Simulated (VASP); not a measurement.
A run of VASP 6.6.1 is set up as follows.

File INCAR:

```
  ALGO = Normal
  EDIFF = 1E-6
  ENCUT = 520
  ISIF = 2
  ISMEAR = 0
  LASPH = T
  LCHARG = T
  LELF = T
  LREAL = F
  LVHAR = T
  LWAVE = F
  NBANDS = 10
  NELM = 60
  PREC = Accurate
  SIGMA = 0.05
```

Contents of KPOINTS:

```
k-points
0
Gamma
  12 12 6
```

File POSCAR:

```
Al
1.0
    2.7550418494      0.0000000000      0.0000000000
   -1.3775214145      2.3859367424      0.0000000000
    0.0000000000      0.0000000000      4.7674986532
Al
2
Direct
    0.6666666667      0.3333333333      0.7500000000
    0.3333333333      0.6666666667      0.2500000000
```

Potentials or basis: VASP PAW LDA potentials, release 64 (Al).

Run with:

```console
$ cat potpaw_LDA.64/Al/POTCAR > POTCAR
$ mpirun -np 1 vasp_std > vasp.out
```

Estimate the band gap on the k mesh.

zero (band 3 reaches 12.11 eV, above the bottom of band 4 at 5.18 eV).

What does it give for the pressure?

1.6 GPa.

Stress tensor (GPa, compression positive):
```
 3.10  0.00  0.00
 0.00  3.10  0.00
 0.00  0.00 -1.50
```
